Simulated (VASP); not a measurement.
# Y in VASP: single point with PBE

Aim: the single point of Y with PBE.

Everything below comes from runs of VASP 6.6.1. Logs are shortened: lines on timing, memory, paths and dates and some standing lists are left out, and cuts for length are marked.

### Step 1. The cell of the first run

The typed cell holds 2 atoms: a = 3.715 Å, b = 3.715 Å, c = 5.842 Å, α = 90.00°, β = 90.00°, γ = 60.00°.

### Step 2. Single point, PBE

Input file INCAR:

```
ALGO = Normal
EDIFF = 1E-6
ENCUT = 520
GGA = PE
ISIF = 2
ISMEAR = -1
LASPH = T
LCHARG = F
LREAL = F
LWAVE = F
NBANDS = 18
NELM = 60
PREC = Accurate
SIGMA = 0.0784
```

Input file KPOINTS:

```
k-points
0
Gamma
  10 10 6
```

Input file POSCAR:

```
Y
1.0
    1.8574050000      3.2171190000      0.0000000000
   -1.8574050000      3.2171190000      0.0000000000
    0.0000000000      0.0000000000      5.8416040000
Y
2
Direct
    0.3333000000      0.3334000000      0.2500000000
    0.6666000000      0.6667000000      0.7500000000
```

Potentials or basis: VASP PAW PBE potentials, release 64 (Y_sv).

Started as:

```
> cat potpaw_PBE.64/Y_sv/POTCAR > POTCAR
> mpirun -np 1 vasp_std > vasp.out
```

OUTCAR:

```text
EDIFF = 1E-6
   ENCUT = 520
   GGA = PE
   ISIF = 2
   ISMEAR = -1
   LASPH = T
   LREAL = F
   NELM = 60
   PREC = Accurate

 ion  position               nearest neighbor table
   1  0.333  0.333  0.250-   2 3.62   2 3.62   2 3.62   2 3.62   2 3.62   2 3.62
   2  0.667  0.667  0.750-   1 3.62   1 3.62   1 3.62   1 3.62   1 3.62   1 3.62

  LATTYP: Found a hexagonal cell.
 ALAT       =     3.7148092810
 C/A-ratio  =     1.5725178759

  Lattice vectors:

 A1 = (   1.8574050000,  -3.2171190000,   0.0000000000)
 A2 = (   1.8574050000,   3.2171190000,   0.0000000000)
 A3 = (   0.0000000000,   0.0000000000,   5.8416040000)

Analysis of symmetry for initial positions (statically):
=====================================================================
 Subroutine PRICEL returns:
 Original cell was already a primitive cell.

 Routine SETGRP: Setting up the symmetry group for a
 hexagonal supercell.

 Subroutine GETGRP returns: Found  8 space group operations
 (whereof  2 operations were pure point group operations)
 out of a pool of 24 trial point group operations.

The static configuration has the point symmetry C_2 .
 The point group associated with its full space group is D_2h.

Analysis of symmetry for dynamics (positions and initial velocities):
=====================================================================
 Subroutine PRICEL returns:
 Original cell was already a primitive cell.

 Routine SETGRP: Setting up the symmetry group for a
 hexagonal supercell.

 Subroutine GETGRP returns: Found  8 space group operations
 (whereof  2 operations were pure point group operations)
 out of a pool of 24 trial point group operations.

The dynamic configuration has the point symmetry C_2 .
 The point group associated with its full space group is D_2h.

 Subroutine INISYM returns: Found  8 space group operations
 (whereof  2 operations are pure point group operations),
 and found     1 'primitive' translations

----------------------------------------------------------------------------------------

                                     Primitive cell

  volume of cell :      69.8129

  direct lattice vectors                    reciprocal lattice vectors
     1.857405000  3.217119000  0.000000000     0.269192772  0.155418559  0.000000000
    -1.857405000  3.217119000  0.000000000    -0.269192772  0.155418559  0.000000000
     0.000000000  0.000000000  5.841604000     0.000000000  0.000000000  0.171185859

  length of vectors
     3.714809281  3.714809281  5.841604000     0.310837058  0.310837058  0.171185859

  position of ions in fractional coordinates (direct lattice)
     0.333300000  0.333400000  0.250000000
     0.666600000  0.666700000  0.750000000

  ion indices of the primitive-cell ions
   primitive index   ion index
                 1           1
                 2           2

----------------------------------------------------------------------------------------

 KPOINTS: k-points

Automatic generation of k-mesh.
 Grid dimensions read from file:
 generate k-points for:   10   10    6

 Generating k-lattice:

  Cartesian coordinates                     Fractional coordinates (reciprocal lattice)
     0.026919277  0.015541856  0.000000000     0.100000000 -0.000000000  0.000000000
    -0.026919277  0.015541856  0.000000000    -0.000000000  0.100000000  0.000000000
     0.000000000  0.000000000  0.028530977     0.000000000  0.000000000  0.166666667

  Length of vectors
     0.031083706  0.031083706  0.028530977

  Shift w.r.t. Gamma in fractional coordinates (k-lattice)
     0.000000000  0.000000000  0.000000000

 Subroutine IBZKPT returns following result:
 ===========================================

 Found    124 irreducible k-points:

 Following reciprocal coordinates:
            Coordinates               Weight
  0.000000  0.000000  0.000000      1.000000
  0.100000  0.000000  0.000000      4.000000
  0.100000  0.100000  0.000000      2.000000
  0.200000  0.000000  0.000000      4.000000
  0.200000  0.200000  0.000000      2.000000
  0.300000  0.000000  0.000000      4.000000
[... 16 lines left out ...]
  0.400000  0.200000  0.000000      4.000000
 -0.200000  0.200000  0.000000      2.000000
 [... further k-points ...]
   k-points           NKPTS =    124   k-points in BZ     NKDIM =    124   number of bands    NBANDS=     18
   number of dos      NEDOS =    301   number of ions     NIONS =      2
   total plane-waves  NPLWV =  37632
   dimension x,y,z NGX =    28 NGY =   28 NGZ =   48
   dimension x,y,z NGXF=    56 NGYF=   56 NGZF=   96
   ions per type =               2
   NGX,Y,Z   is equivalent  to a cutoff of  12.53, 12.53, 13.66 a.u.
   NGXF,Y,Z  is equivalent  to a cutoff of  25.06, 25.06, 27.32 a.u.
 SYSTEM =  unknown system
   PREC   = accura    normal or accurate (medium, high low for compatibility)
   ISTART =      0    job   : 0-new  1-cont  2-samecut
   ICHARG =      2    charge: 1-file 2-atom 10-const
   ISPIN  =      1    spin polarized calculation?
   LNONCOLLINEAR =      F non collinear calculations
   LSORBIT =      F    spin-orbit coupling
   LASPH  =      T    aspherical Exc in radial PAW
   ENCUT  =  520.0 eV  38.22 Ry    6.18 a.u.   6.91  6.91 10.86*2*pi/ulx,y,z
   NELM   =     60;   NELMIN=  2; NELMDL= -5     # of ELM steps
   EDIFF  = 0.1E-05   stopping-criterion for ELM
   LREAL  =      F    real-space projection
   EDIFFG = 0.1E-04   stopping-criterion for IOM
   NSW    =      0    number of steps for IOM
   IBRION =     -1    ionic relax: 0-MD 1-quasi-New 2-CG
   NFREE  =      0    steps in history (QN), initial steepest desc. (CG)
   ISIF   =      2    stress and relaxation
   ISYM   =      2    0-nonsym 1-usesym 2-fastsym
   POTIM  = 0.5000    time-step for ionic-motion
   TEBEG  =    0.0;   TEEND  =   0.0 temperature during run
   PSTRESS=    0.0 pullay stress
   NELECT =      22.0000    total number of electrons
   NUPDOWN=      -1.0000    fix difference up-down
   EMIN   =  10.00;   EMAX   =-10.00  energy-range for DOS
   EFERMI =   0.00;   METHOD = LEGACY
   ISMEAR =    -1;   SIGMA  =   0.08  broadening in eV -4-tet -1-fermi 0-gaus
   EFERMI_NEDOS =   21; number of points for ismear=-14 and -15
   IALGO  =     38    algorithm
   IMIX   =      4    mixing-type and parameters
     AMIX     =   0.40;   BMIX     =  1.00
     AMIX_MAG =   1.60;   BMIX_MAG =  1.00
  volume/ion in A,a.u.               =      34.91       235.56
  Fermi-wavevector in a.u.,A,eV,Ry     =   1.114048  2.105245 16.886221  1.241102
  Thomas-Fermi vector in A             =   2.250639
   LORBIT       =      0    0 simple, 1 ext, 2 COOP (PROOUT), +10 PAW based schemes
   GGA     = PE    functional components
   LHFCALC =     F    Hartree Fock is set to
   AEXX    =    0.0000 exact exchange contribution
   IVDW    =     0    specifies the selected vdW correction
   LEPSILON=     F    determine dielectric tensor
   LRPA    =     F    only Hartree local field effects (RPA)
 non-spin polarized calculation
  energy-cutoff  :      520.00
  volume of cell :       69.81
 maximum number of plane-waves:      1894
   NGX = 13   NGY = 13   NGZ = 21

 number of electron      21.9999999 magnetization

 Free energy of the ion-electron system (eV)
  ---------------------------------------------------
  ext. energy  EPLUGINS =         0.00000000
  ---------------------------------------------------
  free energy    TOTEN  =       -12.87463406 eV

  energy without entropy =      -12.79349068  energy(sigma->0) =      -12.83406237

 E-fermi :   2.7083     XC(G=0):  -9.1959

 val. band max:        2.6983222356   @ k =   0.4000   0.4000   0.1667
 cond. band min:       2.7273777235   @ k =   0.2000   0.0000   0.1667
 fundamental gap:      0.0290554879
 Fermi energy:         2.7083254820

 k-point     1 :       0.0000    0.0000    0.0000
  band No.  band energies     occupation
      1     -40.1340      2.00000
      2     -40.0785      2.00000
      3     -20.3377      2.00000
      4     -19.9522      2.00000
      5     -19.9521      2.00000
      6     -19.8795      2.00000
[... 10 lines left out ...]
     17       5.3743      0.00000
     18       5.3749      0.00000

 k-point     2 :       0.1000    0.0000    0.0000
  band No.  band energies     occupation
      1     -40.1302      2.00000
      2     -40.0772      2.00000
      3     -20.3234      2.00000
      4     -19.9809      2.00000
      5     -19.9620      2.00000
      6     -19.9097      2.00000
[... 10 lines left out ...]
     17       5.1342      0.00000
     18       5.1958      0.00000

 k-point     3 :       0.1000    0.1000    0.0000
  band No.  band energies     occupation
      1     -40.1302      2.00000
      2     -40.0772      2.00000
      3     -20.3234      2.00000
      4     -19.9809      2.00000
      5     -19.9619      2.00000
      6     -19.9097      2.00000
[... 10 lines left out ...]
     17       5.1340      0.00000
     18       5.1961      0.00000

 k-point     4 :       0.2000    0.0000    0.0000
  band No.  band energies     occupation
      1     -40.1201      2.00000
      2     -40.0740      2.00000
      3     -20.2833      2.00000
      4     -20.0565      2.00000
      5     -19.9866      2.00000
      6     -19.9865      2.00000
[... 375 lines left out ...]
      4     -20.1615      2.00000
      5     -20.1353      2.00000
      6     -20.0591      2.00000
[... 10 lines left out ...]
     17       7.3070      0.00000
     18       7.7658      0.00000

 k-point    23 :       0.4000    0.2000    0.0000
  band No.  band energies     occupation
      1     -40.0999      2.00000
      2     -40.0701      2.00000
      3     -20.1941      2.00000
      4     -20.1456      2.00000
      5     -20.1376      2.00000
      6     -20.0229      2.00000
[... 10 lines left out ...]
     17       6.4813      0.00000
     18       7.0970      0.00000

 k-point    24 :      -0.2000    0.2000    0.0000
  band No.  band energies     occupation
      1     -40.0999      2.00000
      2     -40.0701      2.00000
      3     -20.1941      2.00000
      4     -20.1456      2.00000
      5     -20.1376      2.00000
      6     -20.0229      2.00000
[... 10 lines left out ...]
     17       6.4816      0.00000
     18       7.0968      0.00000

 [... further k-points ...]

------------------------ aborting loop because EDIFF is reached ----------------------------------------

  FORCE on cell =-STRESS in cart. coord.  units (eV):
  Direction    XX          YY          ZZ          XY          YZ          ZX
  --------------------------------------------------------------------------------------
  -------------------------------------------------------------------------------------
  Total       -0.9142311     -0.9137115     -1.1445909      0.0000000      0.0000000      0.0000000
  in kB      -20.9812201    -20.9692956    -26.2678810      0.0000000      0.0000000      0.0000000
  external PRESSURE =     -22.7394656 kB  Pullay stress =       0.0000000 kB

 VOLUME and BASIS-vectors are now :
 -----------------------------------------------------------------------------
  energy-cutoff  :      520.00
  volume of cell :       69.81
      direct lattice vectors                 reciprocal lattice vectors
     1.857405000  3.217119000  0.000000000     0.269192772  0.155418559  0.000000000
    -1.857405000  3.217119000  0.000000000    -0.269192772  0.155418559  0.000000000
     0.000000000  0.000000000  5.841604000     0.000000000  0.000000000  0.171185859

 POSITION                                       TOTAL-FORCE (eV/Angst)
 -----------------------------------------------------------------------------------
     -0.00019      2.14485      1.46040         0.000000     -0.000244      0.000000
     -0.00019      4.28938      4.38120         0.000000      0.000244     -0.000000
 -----------------------------------------------------------------------------------
    total drift:                               -0.000000      0.000000     -0.000000

  FREE ENERGIE OF THE ION-ELECTRON SYSTEM (eV)
  ---------------------------------------------------
  free  energy   TOTEN  =       -12.8746340584 eV

  energy  without entropy=      -12.7934906787  energy(sigma->0) =      -12.83406237
```

It took 2 min on 1 thread of Intel Xeon Platinum 8259CL at 2.50GHz (Skylake/Cascade Lake), shared host; peak memory 0.3 GiB.

Results:

```yaml
Free_energy: -12.8746 eV
Pressure: -2.3 GPa
Band_gap_on_the_k_mesh: zero (bands 11 and 12 overlap by 1.37 eV)
```

The gap in the log of VASP goes by the Fermi energy; the results here count the filled bands.